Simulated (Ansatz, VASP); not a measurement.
## One calculation of Ir, two programs

```
Ir
1.0
     2.54553    0.00000    0.00000
     0.00000    2.54553    0.00000
     0.00000    0.00000    2.54553
Ir
1
Direct
  0.00000 0.00000 0.00000
```

Alike in both runs: task single point; functional BLYP; k mesh 13 × 13 × 13; occupations fermi-dirac, width 0.1 eV; no spin polarisation.

|  | VASP | Ansatz |
| --- | --- | --- |
| version | VASP 6.6.1 | Ansatz 0.2.0 |
| potentials or method | VASP PAW PBE potentials, release 64 (Ir), cutoff 520 eV | plane waves (420 eV) with PAW, scalar-relativistic |
| valence electrons in the cell | 9 | 17 |

|  | VASP | Ansatz | Ansatz less VASP |
| --- | --- | --- | --- |
| pressure (GPa) | 23.5 | 21.3 | -2.12 |

VASP's potentials were made for PBE, not for BLYP. VASP's potentials hold 9 valence electrons a cell and Ansatz's 17, so a difference there can come from the potentials and not from the codes.

Spin-orbit coupling is off throughout.
